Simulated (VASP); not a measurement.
# GaGe3: single point with PBE

GaGe3:

```
CELL_PARAMETERS angstrom
4.24975 0.00000 0.00000
0.00000 4.24975 0.00000
0.00000 0.00000 4.24975
ATOMIC_POSITIONS crystal
Ge 0.50000 0.50000 0.00000
Ge 0.50000 0.00000 0.50000
Ge 0.00000 0.50000 0.50000
Ga 0.00000 0.00000 0.00000
```

```yaml
Program: VASP 6.6.1
Task: single point
Functional: PBE
Potentials_or_basis: VASP PAW PBE potentials, release 64 (Ge_d, Ga_d)
Cutoff: 520 eV
k_mesh: 6 × 6 × 6
Occupations: fermi-dirac, width 0.05 eV
Spin: no spin polarisation
Dipole_correction: no
Further_INCAR_settings: ALGO = Normal; EDIFF = 1e-07; NBANDS = 36
```

```
Pressure : 1.2 GPa
```

Levels at points of the mesh, in eV from the Fermi level:
```csv
k point,band 24,band 25,band 26,band 27,band 28,band 29,band 30,band 31,band 32,band 33
"(0.00, 0.00, 0.00)",-3.88,-3.88,-3.88,-3.32,2.63,2.63,2.63,3.57,3.57,3.57
"(0.50, 0.00, 0.00)",-3.29,-1.98,-1.98,-1.38,-1.38,-0.07,0.18,4.51,4.68,4.74
"(0.50, 0.50, 0.00)",-7.24,-0.72,-0.16,-0.16,0.02,0.21,0.21,0.70,1.57,6.28
"(0.50, 0.50, 0.50)",-5.49,-5.26,-5.01,-5.01,-5.01,6.74,6.74,6.80,6.80,6.80
```

It took 36 s on 1 thread of Intel Xeon 6975P-C, on a shared host, peak memory 0.2 GiB.
